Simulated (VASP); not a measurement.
Runs of VASP 6.6.1 on Na3Al. The structure is that of space group Fm-3m (No. 225), or close to it. The cells are those of the table. 

```csv
cell,gap on the mesh (eV),pressure (GPa)
"a = 5.468 Å, angles 60.0°, 4 atoms",none,(a)
"a = 5.323 Å, angles 60.0°, 4 atoms",none,1.1
"a = 5.562 Å, angles 60.0°, 4 atoms",none,-0.9
"a = 5.372 Å, angles 60.0°, 4 atoms",none,0.6
"a = 5.272 Å, angles 60.0°, 4 atoms",none,1.6
"a = 5.515 Å, angles 60.0°, 4 atoms",none,(b)
```

Alike in all rows: task single point; level PBE; potentials or basis VASP PAW PBE potentials, release 64 (Na_pv, Al); no spin polarisation; k mesh 5 × 5 × 5; cutoff (eV) 520; smearing methfessel-paxton 0.1 eV.

Fill in the values left out.

(a) -0.2; (b) -0.6.

A gap of «none» marks levels without a gap at the run's occupations.
